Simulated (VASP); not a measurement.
PbS:

```
Pb S
1.0
     2.14046    1.23580    3.49734
    -2.14046    1.23580    3.49734
     0.00000   -2.47159    3.49734
Pb S
1 1
Cartesian
  0.0000 0.0000 10.2881
  0.0000 0.0000 4.9841
```

This cell differs from its parent crystal: volume scaled by 1.04.

Base run:

```yaml
Program: VASP 6.6.1
Functional: PBEsol
Potentials_or_basis: VASP PAW PBE potentials, release 64 (Pb_d, S)
Cutoff: 520 eV
k_mesh: 8 × 8 × 8
Occupations: fermi-dirac, width 0.05 eV
Spin: no spin polarisation
```

Its results: band gap on the k mesh 0.48 eV, direct; pressure -3.9 GPa.

Q: The run is repeated on the same cell with these changes: functional from PBEsol to PBE. What comes out?

A: Band gap on the k mesh 0.58 eV, direct; pressure -1.2 GPa.

PBE binds less tightly than PBEsol, so the same cell stands under more pressure.

Caveats: spin-orbit coupling is left out, which moves the levels of the heavy elements; the PAW data sets were made with another functional, which shifts forces and pressure a little (some runs).

A k mesh can miss the band edges.
